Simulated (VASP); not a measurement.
# BaBe4Ag (F-43m) in VASP: relaxation of cell and atoms with PBE

Aim: the relaxation of cell and atoms of BaBe4Ag with PBE.

Everything below comes from runs of VASP 6.6.1. Logs are shortened: lines on timing, memory, paths and dates and some standing lists are left out, and cuts for length are marked.

**1. The cell of the first run**

The structure is cubic, space group F-43m (No. 216). The conventional cell has a = 7.262 Å, b = 7.262 Å, c = 7.262 Å, α = 90.00°, β = 90.00°, γ = 90.00°. Ba (site symmetry -43m) has 12 Be at 3.04 Å and 4 Ag at 3.14 Å within 4.0 Å. Within 3.1 Å of Be (site symmetry 3m) lie 6 Be at 2.32 to 2.82 Å and 3 Ag at 2.99 Å and 3 Ba at 3.04 Å. Ag (site symmetry -43m) has 12 Be at 2.99 Å and 4 Ba at 3.14 Å within 3.9 Å.

**2. Relaxation of cell and atoms, PBE**

File INCAR:

```
PREC     = Accurate       # precision mode
ENCUT    = 600            # plane-wave cutoff, eV
EDIFF    = 1E-6           # SCF threshold, eV
ISMEAR   = 0              # smearing method
SIGMA    = 0.1            # smearing width, eV
LREAL    = F              # projectors in reciprocal space
LASPH    = T              # aspherical terms in the spheres
NELM     = 60             # most SCF steps
ALGO     = Fast           # electronic algorithm
ISIF     = 3              # what is computed and relaxed
LWAVE    = F              # write WAVECAR
LCHARG   = F              # write CHGCAR
GGA      = PE             # functional
IBRION   = 2              # ionic algorithm
NSW      = 100            # ionic steps
EDIFFG   = -0.01          # ionic threshold
```

File KPOINTS:

```
regular mesh
0
Gamma
  10 10 10
```

File POSCAR:

```
BaBe4Ag
1.0
    0.0000000000      3.6310471232      3.6310471232
    3.6310471232      0.0000000000      3.6310471232
    3.6310471232      3.6310471232      0.0000000000
Ba Be Ag
1 4 1
Direct
    0.0000000000      0.0000000000      0.0000000000
    0.1612501324      0.6129166225      0.6129166225
    0.6129166225      0.6129166225      0.6129166225
    0.6129166225      0.1612501324      0.6129166225
    0.6129166225      0.6129166225      0.1612501324
    0.2500000000      0.2500000000      0.2500000000
```

Potentials or basis: VASP PAW PBE potentials, release 64 (Ba_sv, Be, Ag).

The run is started by

```bash
$ cat potpaw_PBE.64/Ba_sv/POTCAR potpaw_PBE.64/Be/POTCAR potpaw_PBE.64/Ag/POTCAR > POTCAR
$ mpirun -np 1 vasp_std > vasp.out
```

OUTCAR:

```text
PREC = Accurate
   ENCUT = 600
   EDIFF = 1E-6
   ISMEAR = 0
   LREAL = F
   LASPH = T
   NELM = 60
   ISIF = 3
   GGA = PE
   IBRION = 2
   NSW = 100
   EDIFFG = -0.01

 ion  position               nearest neighbor table
   1  0.000  0.000  0.000-   4 3.04   5 3.04   2 3.04   5 3.04   2 3.04   4 3.04   3 3.04   3 3.04
                             3 3.04   2 3.04   4 3.04   5 3.04   6 3.14   6 3.14   6 3.14   6 3.14
   2  0.161  0.613  0.613-   3 2.32   4 2.32   5 2.32   6 2.99   6 2.99   6 2.99   1 3.04   1 3.04
                             1 3.04
   3  0.613  0.613  0.613-   2 2.32   4 2.32   5 2.32   6 2.99   6 2.99   6 2.99   1 3.04   1 3.04
                             1 3.04
   4  0.613  0.161  0.613-   2 2.32   3 2.32   5 2.32   6 2.99   6 2.99   6 2.99   1 3.04   1 3.04
                             1 3.04
   5  0.613  0.613  0.161-   2 2.32   3 2.32   4 2.32   6 2.99   6 2.99   6 2.99   1 3.04   1 3.04
                             1 3.04
   6  0.250  0.250  0.250-   2 2.99   4 2.99   5 2.99   3 2.99   3 2.99   3 2.99   2 2.99   4 2.99
                             5 2.99   2 2.99   4 2.99   5 2.99   1 3.14   1 3.14   1 3.14   1 3.14

  LATTYP: Found a face centered cubic cell.
 ALAT       =     7.2620942464

  Lattice vectors:

 A1 = (   0.0000000000,   3.6310471232,   3.6310471232)
 A2 = (   3.6310471232,   0.0000000000,   3.6310471232)
 A3 = (   3.6310471232,   3.6310471232,   0.0000000000)

Analysis of symmetry for initial positions (statically):
=====================================================================
 Subroutine PRICEL returns:
 Original cell was already a primitive cell.

 Routine SETGRP: Setting up the symmetry group for a
 face centered cubic supercell.

 Subroutine GETGRP returns: Found 24 space group operations
 (whereof 24 operations were pure point group operations)
 out of a pool of 48 trial point group operations.

The static configuration has the point symmetry T_d .

Analysis of symmetry for dynamics (positions and initial velocities):
=====================================================================
 Subroutine PRICEL returns:
 Original cell was already a primitive cell.

 Routine SETGRP: Setting up the symmetry group for a
 face centered cubic supercell.

 Subroutine GETGRP returns: Found 24 space group operations
 (whereof 24 operations were pure point group operations)
 out of a pool of 48 trial point group operations.

The dynamic configuration has the point symmetry T_d .

 Subroutine INISYM returns: Found 24 space group operations
 (whereof 24 operations are pure point group operations),
 and found     1 'primitive' translations

----------------------------------------------------------------------------------------

                                     Primitive cell

  volume of cell :      95.7471

  direct lattice vectors                    reciprocal lattice vectors
     0.000000000  3.631047123  3.631047123    -0.137701325  0.137701325  0.137701325
     3.631047123  0.000000000  3.631047123     0.137701325 -0.137701325  0.137701325
     3.631047123  3.631047123  0.000000000     0.137701325  0.137701325 -0.137701325

  length of vectors
     5.135076087  5.135076087  5.135076087     0.238505691  0.238505691  0.238505691

  position of ions in fractional coordinates (direct lattice)
     0.000000000  0.000000000  0.000000000
     0.161250132  0.612916623  0.612916623
     0.612916623  0.612916623  0.612916623
     0.612916623  0.161250132  0.612916623
     0.612916623  0.612916623  0.161250132
     0.250000000  0.250000000  0.250000000

  ion indices of the primitive-cell ions
   primitive index   ion index
                 1           1
                 2           2
                 3           3
                 4           4
                 5           5
                 6           6

----------------------------------------------------------------------------------------

 KPOINTS: regular mesh

Automatic generation of k-mesh.
 Grid dimensions read from file:
 generate k-points for:   10   10   10

 Generating k-lattice:

  Cartesian coordinates                     Fractional coordinates (reciprocal lattice)
    -0.013770132  0.013770132  0.013770132     0.100000000  0.000000000  0.000000000
     0.013770132 -0.013770132  0.013770132     0.000000000  0.100000000  0.000000000
     0.013770132  0.013770132 -0.013770132     0.000000000  0.000000000  0.100000000

  Length of vectors
     0.023850569  0.023850569  0.023850569

  Shift w.r.t. Gamma in fractional coordinates (k-lattice)
     0.000000000  0.000000000  0.000000000

 Subroutine IBZKPT returns following result:
 ===========================================

 Found     47 irreducible k-points:

 Following reciprocal coordinates:
            Coordinates               Weight
  0.000000  0.000000  0.000000      1.000000
  0.100000  0.000000  0.000000      8.000000
  0.200000  0.000000  0.000000      8.000000
  0.300000  0.000000  0.000000      8.000000
  0.400000  0.000000  0.000000      8.000000
  0.500000  0.000000  0.000000      4.000000
[... 16 lines left out ...]
  0.300000  0.300000  0.000000      6.000000
  0.400000  0.300000  0.000000     24.000000
 [... further k-points ...]
   k-points           NKPTS =     47   k-points in BZ     NKDIM =     47   number of bands    NBANDS=     18
   number of dos      NEDOS =    301   number of ions     NIONS =      6
   total plane-waves  NPLWV =  74088
   dimension x,y,z NGX =    42 NGY =   42 NGZ =   42
   dimension x,y,z NGXF=    84 NGYF=   84 NGZF=   84
   ions per type =               1   4   1
   NGX,Y,Z   is equivalent  to a cutoff of  13.60, 13.60, 13.60 a.u.
   NGXF,Y,Z  is equivalent  to a cutoff of  27.19, 27.19, 27.19 a.u.
 SYSTEM =  unknown system
   PREC   = accura    normal or accurate (medium, high low for compatibility)
   ISTART =      0    job   : 0-new  1-cont  2-samecut
   ICHARG =      2    charge: 1-file 2-atom 10-const
   ISPIN  =      1    spin polarized calculation?
   LNONCOLLINEAR =      F non collinear calculations
   LSORBIT =      F    spin-orbit coupling
   LASPH  =      T    aspherical Exc in radial PAW
   ENCUT  =  600.0 eV  44.10 Ry    6.64 a.u.  10.26 10.26 10.26*2*pi/ulx,y,z
   NELM   =     60;   NELMIN=  2; NELMDL= -5     # of ELM steps
   EDIFF  = 0.1E-05   stopping-criterion for ELM
   LREAL  =      F    real-space projection
   EDIFFG = -.1E-01   stopping-criterion for IOM
   NSW    =    100    number of steps for IOM
   IBRION =      2    ionic relax: 0-MD 1-quasi-New 2-CG
   NFREE  =      1    steps in history (QN), initial steepest desc. (CG)
   ISIF   =      3    stress and relaxation
   ISYM   =      2    0-nonsym 1-usesym 2-fastsym
   POTIM  = 0.5000    time-step for ionic-motion
   TEBEG  =    0.0;   TEEND  =   0.0 temperature during run
   PSTRESS=    0.0 pullay stress
   NELECT =      29.0000    total number of electrons
   NUPDOWN=      -1.0000    fix difference up-down
   EMIN   =  10.00;   EMAX   =-10.00  energy-range for DOS
   EFERMI =   0.00;   METHOD = LEGACY
   ISMEAR =     0;   SIGMA  =   0.10  broadening in eV -4-tet -1-fermi 0-gaus
   EFERMI_NEDOS =   21; number of points for ismear=-14 and -15
   IALGO  =     68    algorithm
   IMIX   =      4    mixing-type and parameters
     AMIX     =   0.40;   BMIX     =  1.00
     AMIX_MAG =   1.60;   BMIX_MAG =  1.00
  volume/ion in A,a.u.               =      15.96       107.69
  Fermi-wavevector in a.u.,A,eV,Ry     =   1.099425  2.077612 16.445843  1.208735
  Thomas-Fermi vector in A             =   2.235819
   LORBIT       =      0    0 simple, 1 ext, 2 COOP (PROOUT), +10 PAW based schemes
   GGA     = PE    functional components
   LHFCALC =     F    Hartree Fock is set to
   AEXX    =    0.0000 exact exchange contribution
   IVDW    =     0    specifies the selected vdW correction
   LEPSILON=     F    determine dielectric tensor
   LRPA    =     F    only Hartree local field effects (RPA)
 conjugate gradient relaxation of ions
 non-spin polarized calculation
 RMM-DIIS sequential band-by-band and
 Gauss-broadening in eV      SIGMA  =   0.10
  energy-cutoff  :      600.00
  volume of cell :       95.75
 maximum number of plane-waves:      3250
 NGX is ok and might be reduce to    42
   NGX = 21   NGY = 21   NGZ = 21

--------------------------------------- Ionic step        1  -------------------------------------------

 number of electron      28.9999999 magnetization

 Free energy of the ion-electron system (eV)
  ---------------------------------------------------
  ext. energy  EPLUGINS =         0.00000000
  ---------------------------------------------------
  free energy    TOTEN  =       -16.12831008 eV

  energy without entropy =      -16.11723581  energy(sigma->0) =      -16.12277295

------------------------ aborting loop because EDIFF is reached ----------------------------------------

  FORCE on cell =-STRESS in cart. coord.  units (eV):
  Direction    XX          YY          ZZ          XY          YZ          ZX
  --------------------------------------------------------------------------------------
  -------------------------------------------------------------------------------------
  Total        0.4916583      0.4916583      0.4916583      0.0000000      0.0000000      0.0000000
  in kB        8.2271287      8.2271287      8.2271287      0.0000000      0.0000000      0.0000000
  external PRESSURE =       8.2271287 kB  Pullay stress =       0.0000000 kB
[... 105 lines left out ...]
  energy  without entropy=      -16.1233679467  energy(sigma->0) =      -16.12920557

--------------------------------------- Ionic step        4  -------------------------------------------

 number of electron      29.0000000 magnetization

 E-fermi :   5.0110     XC(G=0): -10.0037

 val. band max:        5.0072634150   @ k =   0.1000   0.1000   0.0000
 cond. band min:       5.0155206895   @ k =   0.4000   0.1000   0.0000
 fundamental gap:      0.0082572745
 Fermi energy:         5.0109627525

 k-point     1 :       0.0000    0.0000    0.0000
  band No.  band energies     occupation
      1     -22.3290      2.00000
      2      -7.8737      2.00000
      3      -7.8737      2.00000
      4      -7.8737      2.00000
      5      -2.6969      2.00000
      6      -0.3053      2.00000
[... 10 lines left out ...]
     17       5.4990      0.00000
     18       5.4990      0.00000
[... 520 lines left out ...]
  energy  without entropy=      -16.1262153277  energy(sigma->0) =      -16.13221367

--------------------------------------- Ionic step        5  -------------------------------------------

 number of electron      29.0000000 magnetization

 Free energy of the ion-electron system (eV)
  ---------------------------------------------------
  ext. energy  EPLUGINS =         0.00000000
  ---------------------------------------------------
  free energy    TOTEN  =       -16.14046293 eV

  energy without entropy =      -16.12778111  energy(sigma->0) =      -16.13412202

 E-fermi :   5.0089     XC(G=0):  -9.9978

 val. band max:        5.0007545676   @ k =   0.1000   0.1000   0.0000
 cond. band min:       5.0299090757   @ k =   0.4000   0.1000   0.0000
 fundamental gap:      0.0291545080
 Fermi energy:         5.0089241552

 k-point     1 :       0.0000    0.0000    0.0000
  band No.  band energies     occupation
      1     -22.3436      2.00000
      2      -7.8848      2.00000
      3      -7.8848      2.00000
      4      -7.8848      2.00000
      5      -2.7229      2.00000
      6      -0.3132      2.00000
[... 10 lines left out ...]
     17       5.4570      0.00000
     18       5.4570      0.00000
[... 516 lines left out ...]
  FREE ENERGIE OF THE ION-ELECTRON SYSTEM (eV)
  ---------------------------------------------------
  free  energy   TOTEN  =       -16.1404629344 eV

  energy  without entropy=      -16.1277811102  energy(sigma->0) =      -16.13412202

 reached required accuracy - stopping structural energy minimisation
```

It took 14 min on 1 thread of Intel Xeon 8259CL, shared host; peak memory 0.35 GiB.

What came out:

- Free energy: -16.1405 eV
- Relaxed volume: 16.31 Å³/atom
- Relaxed cell: a = 5.173 Å, b = 5.173 Å, c = 5.173 Å, α = 60.00°, β = 60.00°, γ = 60.00°
- Space group after relaxing (to 0.1 Å): F-43m (No. 216)
- Energy gained by relaxing: 2.0 meV/atom
- Ionic steps: 5
- Pressure after relaxing: -0.1 GPa
- Largest force after relaxing: 0.007 eV/Å
- Band gap on the k mesh: zero (an odd number of electrons rules out a gap without spin polarisation)

Forces on the atoms (eV/Å):
```
Ba   0.000  0.000  0.000
Be  -0.004  0.004  0.004
Be  -0.004 -0.004 -0.004
Be   0.004 -0.004  0.004
Be   0.004  0.004 -0.004
Ag   0.000  0.000  0.000
```

Step by step:
```tsv
step	energy change (eV)	largest force (eV/Å)	pressure (GPa)	volume (Å³)
1	0.0000	0.1082	0.82	95.75
2	-0.0056	0.1075	0.14	96.89
3	-0.0067	0.1080	-0.37	97.80
4	-0.0099	0.0714	-0.27	97.83
5	-0.0122	0.0073	-0.08	97.88
```

Final structure:
```
Ba Be Ag
1.0
     0.00000    3.65777    3.65777
     3.65777    0.00000    3.65777
     3.65777    3.65777    0.00000
Ba Be Ag
1 4 1
Direct
  0.00000 0.00000 0.00000
  0.16900 0.61033 0.61033
  0.61033 0.61033 0.61033
  0.61033 0.16900 0.61033
  0.61033 0.61033 0.16900
  0.25000 0.25000 0.25000
```

Caveat: spin-orbit coupling is left out, which moves the levels of the heavy elements.

The gap in the log of VASP goes by the Fermi energy; the results here count the filled bands.